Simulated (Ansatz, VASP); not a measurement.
## Two plane-wave programs on MnHg

Contents of POSCAR:

```
MnHg
1.0
    3.2620628002      0.0000000000      0.0000000000
    0.0000000000      3.2620628002      0.0000000000
    0.0000000000      0.0000000000      3.2620628002
Mn Hg
1 1
Direct
    0.5000000000      0.5000000000      0.5000000000
    0.0000000000      0.0000000000      0.0000000000
```

The input INCAR.step1:

```
SYSTEM = MnHg
ALGO = Normal ; EDIFF = 1E-4
ENCUT = 520 ; GGA = PE
ISMEAR = 0 ; ISPIN = 2
LASPH = .True. ; LCHARG = .False.
LMAXMIX = 4 ; LREAL = .False.
LWAVE = .True. ; MAGMOM = 4.64 0
NBANDS = 24 ; NELM = 150
PREC = Accurate ; SIGMA = 0.1
```

The input INCAR.step2:

```
SYSTEM = MnHg
ALGO = Normal ; EDIFF = 1E-6
ENCUT = 520 ; ISIF = 2
ISMEAR = 0 ; ISPIN = 2
ISTART = 1 ; LASPH = .True.
LCHARG = .True. ; LELF = .True.
LMAXMIX = 4 ; LMIXTAU = .True.
LORBIT = 11 ; LREAL = .False.
LVHAR = .True. ; LWAVE = .False.
MAGMOM = 4.64 0 ; METAGGA = R2SCAN
NBANDS = 24 ; NELM = 150
PREC = Accurate ; SIGMA = 0.1
```

The input KPOINTS:

```
k-points
0
Gamma
  12 12 12
  0 0 0
```

Input for Ansatz:

```yaml
crystal:
  lattice:
    - [3.2620628002, 0.0, 0.0]
    - [0.0, 3.2620628002, 0.0]
    - [0.0, 0.0, 3.2620628002]
  atoms:
    - { symbol: Mn, position: [0.5, 0.5, 0.5], spin: 4.64 }
    - { symbol: Hg, position: [0.0, 0.0, 0.0] }
basis:
  ecutwfc: 500
kpoints:
  mp_grid: { grid: [12, 12, 12] }
hamiltonian:
  xc: r2scan
scf:
  occupations: { method: gaussian, width: 0.1 }
output:
  forces: true
  stress: true
  eigenvalues: true
  populations: true
magnetization:
  spin_polarized: true
```

Alike in both runs: task single point; functional r2SCAN; k mesh 12 × 12 × 12; occupations gaussian, width 0.1 eV; collinear spin.

|  | VASP | Ansatz |
| --- | --- | --- |
| version | VASP 6.6.1 | Ansatz 0.2.0 |
| potentials or method | VASP PAW PBE potentials, release 64 (Mn_pv, Hg), cutoff 520 eV | scalar-relativistic, plane waves, PAW |
| valence electrons in the cell | 25 | 35 |

```tsv
	VASP	Ansatz	Ansatz less VASP
gap on the k mesh at the Fermi level (eV)	none	none	-
pressure (GPa)	6.4	5.8	-0.65
net moment per atom (μB)	2.05	2.05	-0.001
size of the moment on the site where the two differ most (μB)	4.07	4.11	+0.046
```

VASP's potentials were made for PBE, not for r2SCAN. Site moments also hang on the region over which each program counts them. A gap of «none» marks a metal or a gap that the smearing closes. With one functional, cell and mesh, what is left measures potentials, basis and numerics. VASP's potentials hold 25 valence electrons a cell and Ansatz's 35, so a difference there can come from the potentials and not from the codes. Ansatz's warnings: stability check not made.

Spin-orbit coupling is off throughout.
